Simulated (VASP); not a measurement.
# Mg8H in VASP: notebook

Mg8H is run at these levels: PBE; tasks: single point.

All numbers are computed with VASP 6.6.1; they aren't measurements. Logs are shortened: lines on timing, memory, paths and dates and some standing lists are left out, and cuts for length are marked.

**1. The cell of the first run**

The cell holds a slab with vacuum, 9 atoms: a = 6.420 Å, b = 5.138 Å, c = 19.164 Å, α = 90.00°, β = 90.00°, γ = 90.00°.

**2. Single point, PBE**

The input, INCAR:

```
ALGO = Normal
DIPOL = 0.5 0.5 0.326
EDIFF = 1E-7
ENCUT = 520
GGA = PE
IDIPOL = 3
ISIF = 2
ISMEAR = 0
LASPH = True
LCHARG = False
LDIPOL = True
LREAL = False
LWAVE = False
NBANDS = 18
NELM = 60
PREC = Accurate
SIGMA = 0.1
```

The input, KPOINTS:

```
k-points
0
Gamma
  4 5 1
```

The input, POSCAR:

```
Mg8H
1.0
    6.4201385733      0.0000000000      0.0000000000
    0.0000000000      5.1379129567      0.0000000000
    0.0000000000      0.0000000000     19.1644777330
Mg H
8 1
Direct
    0.0000000000      0.7500000000      0.2087194890
    0.5000000000      0.7500000000      0.2087194890
    0.2500000000      0.2500000000      0.2570728643
    0.7500000000      0.2500000000      0.2570728643
    0.2500000000      0.7500000000      0.3587181927
    0.7500000000      0.7500000000      0.3587181927
    0.0000000000      0.2500000000      0.3999314690
    0.5000000000      0.2500000000      0.3999314690
    0.0625000000      0.3750000000      0.4827037907
```

Potentials or basis: VASP PAW PBE potentials, release 64 (Mg, H).

On the command line:

```bash
$ cat potpaw_PBE.64/Mg/POTCAR potpaw_PBE.64/H/POTCAR > POTCAR
$ mpirun -np 1 vasp_std > vasp.out
```

OUTCAR:

```text
EDIFF = 1E-7
   ENCUT = 520
   GGA = PE
   ISIF = 2
   ISMEAR = 0
   LASPH = True
   LREAL = False
   NELM = 60
   PREC = Accurate

 ion  position               nearest neighbor table
   1  0.000  0.750  0.209-   3 3.17   4 3.17   3 3.17   4 3.17   2 3.21   2 3.21   6 3.29   5 3.29

   2  0.500  0.750  0.209-   3 3.17   4 3.17   3 3.17   4 3.17   1 3.21   1 3.21   6 3.29   5 3.29

   3  0.250  0.250  0.257-   1 3.17   2 3.17   1 3.17   2 3.17   7 3.17   8 3.17   4 3.21   4 3.21
                             5 3.22   5 3.22
   4  0.750  0.250  0.257-   1 3.17   2 3.17   1 3.17   2 3.17   7 3.17   8 3.17   3 3.21   3 3.21
                             6 3.22   6 3.22
   5  0.250  0.750  0.359-   7 3.13   8 3.13   7 3.13   8 3.13   6 3.21   6 3.21   3 3.22   3 3.22
                             1 3.29   2 3.29
   6  0.750  0.750  0.359-   7 3.13   8 3.13   7 3.13   8 3.13   5 3.21   5 3.21   4 3.22   4 3.22
                             1 3.29   2 3.29
   7  0.000  0.250  0.400-   9 1.76   6 3.13   5 3.13   5 3.13   6 3.13   4 3.17   3 3.17   8 3.21
                             8 3.21
   8  0.500  0.250  0.400-   5 3.13   6 3.13   5 3.13   6 3.13   3 3.17   4 3.17   7 3.21   7 3.21

   9  0.062  0.375  0.483-   7 1.76

  LATTYP: Found a simple orthorhombic cell.
 ALAT       =     5.1379129567
 B/A-ratio  =     1.2495615686
 C/A-ratio  =     3.7300121459

  Lattice vectors:

 A1 = (   0.0000000000,  -5.1379129567,   0.0000000000)
 A2 = (   6.4201385733,   0.0000000000,   0.0000000000)
 A3 = (   0.0000000000,   0.0000000000,  19.1644777330)

Analysis of symmetry for initial positions (statically):
=====================================================================
 Subroutine PRICEL returns:
 Original cell was already a primitive cell.

 Routine SETGRP: Setting up the symmetry group for a
 simple orthorhombic supercell.

 Subroutine GETGRP returns: Found  1 space group operations
 (whereof  1 operations were pure point group operations)
 out of a pool of  8 trial point group operations.

The static configuration has the point symmetry C_1 .

Analysis of symmetry for dynamics (positions and initial velocities):
=====================================================================
 Subroutine PRICEL returns:
 Original cell was already a primitive cell.

 Routine SETGRP: Setting up the symmetry group for a
 simple orthorhombic supercell.

 Subroutine GETGRP returns: Found  1 space group operations
 (whereof  1 operations were pure point group operations)
 out of a pool of  8 trial point group operations.

The dynamic configuration has the point symmetry C_1 .

 Subroutine INISYM returns: Found  1 space group operations
 (whereof  1 operations are pure point group operations),
 and found     1 'primitive' translations

----------------------------------------------------------------------------------------

                                     Primitive cell

  volume of cell :     632.1616

  direct lattice vectors                    reciprocal lattice vectors
     6.420138573  0.000000000  0.000000000     0.155759878  0.000000000  0.000000000
     0.000000000  5.137912957  0.000000000     0.000000000  0.194631557  0.000000000
     0.000000000  0.000000000 19.164477733     0.000000000  0.000000000  0.052179872

  length of vectors
     6.420138573  5.137912957 19.164477733     0.155759878  0.194631557  0.052179872

  position of ions in fractional coordinates (direct lattice)
     0.000000000  0.750000000  0.208719489
     0.500000000  0.750000000  0.208719489
     0.250000000  0.250000000  0.257072864
     0.750000000  0.250000000  0.257072864
     0.250000000  0.750000000  0.358718193
     0.750000000  0.750000000  0.358718193
     0.000000000  0.250000000  0.399931469
     0.500000000  0.250000000  0.399931469
     0.062500000  0.375000000  0.482703791

  ion indices of the primitive-cell ions
   primitive index   ion index
                 1           1
                 2           2
                 3           3
                 4           4
                 5           5
                 6           6
                 7           7
                 8           8
                 9           9

----------------------------------------------------------------------------------------

 KPOINTS: k-points

Automatic generation of k-mesh.
 Grid dimensions read from file:
 generate k-points for:    4    5    1

 Generating k-lattice:

  Cartesian coordinates                     Fractional coordinates (reciprocal lattice)
     0.038939969  0.000000000  0.000000000     0.250000000  0.000000000  0.000000000
     0.000000000  0.038926311  0.000000000     0.000000000  0.200000000  0.000000000
     0.000000000  0.000000000  0.052179872     0.000000000  0.000000000  1.000000000

  Length of vectors
     0.038939969  0.038926311  0.052179872

  Shift w.r.t. Gamma in fractional coordinates (k-lattice)
     0.000000000  0.000000000  0.000000000

 Subroutine IBZKPT returns following result:
 ===========================================

 Found     11 irreducible k-points:

 Following reciprocal coordinates:
            Coordinates               Weight
  0.000000  0.000000  0.000000      1.000000
  0.250000  0.000000  0.000000      2.000000
  0.500000  0.000000  0.000000      1.000000
  0.000000  0.200000  0.000000      2.000000
  0.250000  0.200000  0.000000      2.000000
 -0.250000  0.200000  0.000000      2.000000
  0.500000  0.200000  0.000000      2.000000
  0.000000  0.400000  0.000000      2.000000
  0.250000  0.400000  0.000000      2.000000
 -0.250000  0.400000  0.000000      2.000000
  0.500000  0.400000  0.000000      2.000000
   k-points           NKPTS =     11   k-points in BZ     NKDIM =     11   number of bands    NBANDS=     18
   number of dos      NEDOS =    301   number of ions     NIONS =      9
   total plane-waves  NPLWV = 276480
   dimension x,y,z NGX =    48 NGY =   40 NGZ =  144
   dimension x,y,z NGXF=    96 NGYF=   80 NGZF=  288
   ions per type =               8   1
   NGX,Y,Z   is equivalent  to a cutoff of  12.43, 12.94, 12.49 a.u.
   NGXF,Y,Z  is equivalent  to a cutoff of  24.86, 25.89, 24.98 a.u.
 SYSTEM =  unknown system
   PREC   = accura    normal or accurate (medium, high low for compatibility)
   ISTART =      0    job   : 0-new  1-cont  2-samecut
   ICHARG =      2    charge: 1-file 2-atom 10-const
   ISPIN  =      1    spin polarized calculation?
   LNONCOLLINEAR =      F non collinear calculations
   LSORBIT =      F    spin-orbit coupling
   LASPH  =      T    aspherical Exc in radial PAW
   ENCUT  =  520.0 eV  38.22 Ry    6.18 a.u.  11.94  9.55 35.63*2*pi/ulx,y,z
   NELM   =     60;   NELMIN=  2; NELMDL= -5     # of ELM steps
   EDIFF  = 0.1E-06   stopping-criterion for ELM
   LREAL  =      F    real-space projection
   EDIFFG = 0.1E-05   stopping-criterion for IOM
   NSW    =      0    number of steps for IOM
   IBRION =     -1    ionic relax: 0-MD 1-quasi-New 2-CG
   NFREE  =      0    steps in history (QN), initial steepest desc. (CG)
   ISIF   =      2    stress and relaxation
   ISYM   =      2    0-nonsym 1-usesym 2-fastsym
   POTIM  = 0.5000    time-step for ionic-motion
   TEBEG  =    0.0;   TEEND  =   0.0 temperature during run
   PSTRESS=    0.0 pullay stress
   NELECT =      17.0000    total number of electrons
   NUPDOWN=      -1.0000    fix difference up-down
   EMIN   =  10.00;   EMAX   =-10.00  energy-range for DOS
   EFERMI =   0.00;   METHOD = LEGACY
   ISMEAR =     0;   SIGMA  =   0.10  broadening in eV -4-tet -1-fermi 0-gaus
   EFERMI_NEDOS =   21; number of points for ismear=-14 and -15
   IALGO  =     38    algorithm
   IMIX   =      4    mixing-type and parameters
     AMIX     =   0.40;   BMIX     =  1.00
     AMIX_MAG =   1.60;   BMIX_MAG =  1.00
  volume/ion in A,a.u.               =      70.24       474.00
  Fermi-wavevector in a.u.,A,eV,Ry     =   0.490473  0.926860  3.273069  0.240564
  Thomas-Fermi vector in A             =   1.493349
   LORBIT       =      0    0 simple, 1 ext, 2 COOP (PROOUT), +10 PAW based schemes
   GGA     = PE    functional components
   LHFCALC =     F    Hartree Fock is set to
   AEXX    =    0.0000 exact exchange contribution
   IVDW    =     0    specifies the selected vdW correction
   LEPSILON=     F    determine dielectric tensor
   LRPA    =     F    only Hartree local field effects (RPA)
 non-spin polarized calculation
 Gauss-broadening in eV      SIGMA  =   0.10
  energy-cutoff  :      520.00
  volume of cell :      632.16
 maximum number of plane-waves:     17060
   NGX = 23   NGY = 19   NGZ = 71

 number of electron      17.0000000 magnetization

 dipolmoment           0.000000      0.000000      0.200146 electrons x Angstroem

 Free energy of the ion-electron system (eV)
  ---------------------------------------------------
  ext. energy  EPLUGINS =         0.00000000
  ---------------------------------------------------
  free energy    TOTEN  =       -12.16054643 eV

  energy without entropy =      -12.13082696  energy(sigma->0) =      -12.14568670

 E-fermi :  -2.0665     XC(G=0):  -3.4377

 val. band max:       -2.1096006775   @ k =   0.2500   0.4000   0.0000
 cond. band min:      -2.0491136276   @ k =   0.5000   0.2000   0.0000
 fundamental gap:      0.0604870499
 Fermi energy:        -2.0665209289

 k-point     1 :       0.0000    0.0000    0.0000
  band No.  band energies     occupation
      1      -8.0842      2.00000
      2      -6.1273      2.00000
      3      -4.6422      2.00000
      4      -4.5061      2.00000
      5      -4.0591      2.00000
      6      -2.8255      2.00000
[... 10 lines left out ...]
     17       0.9336      0.00000
     18       1.2366      0.00000
[... 190 lines left out ...]
 k-point    11 :       0.5000    0.4000    0.0000
  band No.  band energies     occupation
      1      -6.3377      2.00000
      2      -6.2732      2.00000
      3      -5.3609      2.00000
      4      -5.1930      2.00000
      5      -4.5978      2.00000
      6      -4.1076      2.00000
[... 10 lines left out ...]
     17       1.8559      0.00000
     18       2.0609      0.00000

------------------------ aborting loop because EDIFF is reached ----------------------------------------

 vacuum level on the upper side and lower side of the slab       (xc-potential included)         0.461        -0.638

  FORCE on cell =-STRESS in cart. coord.  units (eV):
  Direction    XX          YY          ZZ          XY          YZ          ZX
  --------------------------------------------------------------------------------------
  -------------------------------------------------------------------------------------
  Total       -1.0855319     -1.8104916     -1.1854590     -0.0972741      0.4732090      0.1890943
  in kB       -2.7512181     -4.5885868     -3.0044777     -0.2465355      1.1993211      0.4792487
  external PRESSURE =      -3.4480942 kB  Pullay stress =       0.0000000 kB

 VOLUME and BASIS-vectors are now :
 -----------------------------------------------------------------------------
  energy-cutoff  :      520.00
  volume of cell :      632.16
      direct lattice vectors                 reciprocal lattice vectors
     6.420138573  0.000000000  0.000000000     0.155759878  0.000000000  0.000000000
     0.000000000  5.137912957  0.000000000     0.000000000  0.194631557  0.000000000
     0.000000000  0.000000000 19.164477733     0.000000000  0.000000000  0.052179872

 POSITION                                       TOTAL-FORCE (eV/Angst)
 -----------------------------------------------------------------------------------
      0.00000      3.85343      4.00000         0.011026     -0.060012      0.201839
      3.21007      3.85343      4.00000        -0.006138     -0.077028      0.245470
      1.60503      1.28448      4.92667        -0.013237      0.055217     -0.052576
      4.81510      1.28448      4.92667         0.048254      0.057555     -0.076307
      1.60503      3.85343      6.87465         0.043686      0.002805     -0.069777
      4.81510      3.85343      6.87465        -0.076093      0.037391     -0.062435
      0.00000      1.28448      7.66448        -0.115888     -0.177866     -0.087895
      3.21007      1.28448      7.66448        -0.066315     -0.034508     -0.100656
      0.40126      1.92672      9.25077         0.174707      0.196447      0.002337
 -----------------------------------------------------------------------------------
    total drift:                               -0.000012      0.000062     -0.000105

  FREE ENERGIE OF THE ION-ELECTRON SYSTEM (eV)
  ---------------------------------------------------
  free  energy   TOTEN  =       -12.1605464343 eV

  energy  without entropy=      -12.1308269578  energy(sigma->0) =      -12.14568670

 vacuum level on the upper side and lower side of the slab         2.485         1.360
```

It took 5.8 min on 1 thread of Intel Xeon Platinum 8259CL at 2.50GHz (Skylake/Cascade Lake), shared host; peak memory 0.6 GiB.

Results:

| Quantity | Value |
| --- | --- |
| Free energy | -12.1605 eV |
| Largest force | 0.263 eV/Å |
| Band gap on the k mesh | zero (an odd number of electrons rules out a gap without spin polarisation) |

Forces on the atoms (eV/Å):
```
Mg   0.011 -0.060  0.202
Mg  -0.006 -0.077  0.245
Mg  -0.013  0.055 -0.053
Mg   0.048  0.058 -0.076
Mg   0.044  0.003 -0.070
Mg  -0.076  0.037 -0.062
Mg  -0.116 -0.178 -0.088
Mg  -0.066 -0.035 -0.101
H    0.175  0.196  0.002
```

**3. Single point, PBE**

The input, INCAR:

```
SYSTEM = Mg8H
ALGO = Normal
DIPOL = 0.5 0.5 0.319
EDIFF = 1E-6
ENCUT = 520
GGA = PE
IDIPOL = 3
ISIF = 2
ISMEAR = 0
LASPH = .True.
LCHARG = .False.
LDIPOL = .True.
LREAL = .False.
LWAVE = .False.
NBANDS = 18
NELM = 100
PREC = Accurate
SIGMA = 0.1
```

The input, KPOINTS:

```
k-points
0
Gamma
  4 5 1
  0 0 0
```

POSCAR, as its differences from that of step 2:

```diff
@@ -16,2 +16,2 @@
     0.5000000000      0.2500000000      0.3999314690
-    0.0625000000      0.3750000000      0.4827037907
+    0.0625000000      0.6250000000      0.4247169083
```

Potentials or basis: VASP PAW PBE potentials, release 64 (Mg, H).

On the command line:

```bash
$ cat potpaw_PBE.64/Mg/POTCAR potpaw_PBE.64/H/POTCAR > POTCAR
$ mpirun -np 1 vasp_std > vasp.out
```

Run time: 4.7 min. Hardware: 1 thread of Intel Xeon Platinum 8259CL at 2.50GHz (Skylake/Cascade Lake), shared host; peak memory 0.6 GiB.

Results (log left out):

* Free energy: -12.7294 eV
* Largest force: 0.535 eV/Å
* Band gap on the k mesh: zero (an odd number of electrons rules out a gap without spin polarisation)

Forces on the atoms (eV/Å):
```
Mg  -0.011  0.003  0.252
Mg   0.006 -0.020  0.184
Mg  -0.096 -0.057 -0.100
Mg   0.147  0.002 -0.105
Mg   0.263  0.113 -0.180
Mg   0.042 -0.050  0.045
Mg   0.070  0.286 -0.041
Mg   0.080 -0.089 -0.066
H   -0.501 -0.187  0.010
```

Levels at points of the mesh, in eV from the Fermi level:
| k point | band 7 | band 8 | band 9 | band 10 | band 11 | band 12 |
| --- | --- | --- | --- | --- | --- | --- |
| (0.00, 0.00, 0.00) | -0.66 | -0.50 | -0.10 | 0.79 | 1.47 | 1.55 |
| (0.50, 0.00, 0.00) | -0.03 | 0.08 | 0.39 | 0.77 | 1.23 | 1.69 |

(Continued in part 2 of 2.)

The gap in the log of VASP goes by the Fermi energy; the results here count the filled bands.